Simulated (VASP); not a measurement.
Runs of VASP 6.6.1 on Ag. Symmetry: Im-3m, No. 229, cubic system. Conventional cell: a = 3.311 Å, b = 3.311 Å, c = 3.311 Å, α = 90.00°, β = 90.00°, γ = 90.00°. Ag (site symmetry m-3m) has 14 Ag at 2.87 to 3.31 Å within 3.8 Å. This isn't the form of Ag at room conditions, which is fcc.

| task | level | spin | cell | k mesh | cutoff (eV) | smearing | dipole correction | grid for exact exchange (PRECFOCK) | share of exact exchange | tolerance level | purpose | gap on the mesh (eV) | pressure (GPa) | relaxed volume (Å³/atom) |
| --- | --- | --- | --- | --- | --- | --- | --- | --- | --- | --- | --- | --- | --- | --- |
| relaxation of cell and atoms | PBEsol-based global hybrid with 25 % exact exchange | off | relaxed | 6 × 6 × 6 | 600 | fermi-dirac 0.05 eV | no | Normal | 0.25 | - | - | none | 0.0 | 16.98 |
| single point | PBE | off | as given | 34 × 34 × 34 | 500 | tetrahedron 0.1 eV | - | - | - | standard | density of states | none | - | - |
| relaxation of cell and atoms | HF | off | relaxed | 6 × 6 × 6 | 600 | fermi-dirac 0.05 eV | no | Normal | 1 | - | - | none | 0.0 | (a) |
| single point | PBE0 | non-collinear, zero start, SOC | as given | 5 × 5 × 5 | 520 | fermi-dirac 0.05 eV | no | Normal | 0.25 | - | - | - | -2.2 | - |
| relaxation of cell and atoms | PBE0 | off | relaxed | 6 × 6 × 6 | 600 | fermi-dirac 0.05 eV | no | Normal | 0.25 | - | - | none | 0.0 | 17.86 |

Alike in all rows: potentials or basis VASP PAW PBE potentials, release 64 (Ag).

Q: Fill in the values left out.

A: (a) 22.10.

Caveats: some runs use coarse meshes; the PAW data sets were made with another functional, which shifts forces and pressure a little (at least some runs); tetrahedron occupations give inexact forces and stress in metals (at least some runs); the volume moved by over 15 % at a fixed basis, so the end points are rough (at least some runs).

A k mesh can miss the band edges, and rows without SOC leave out spin-orbit coupling on Ag.

A gap of «none» marks levels without a gap at the run's occupations.
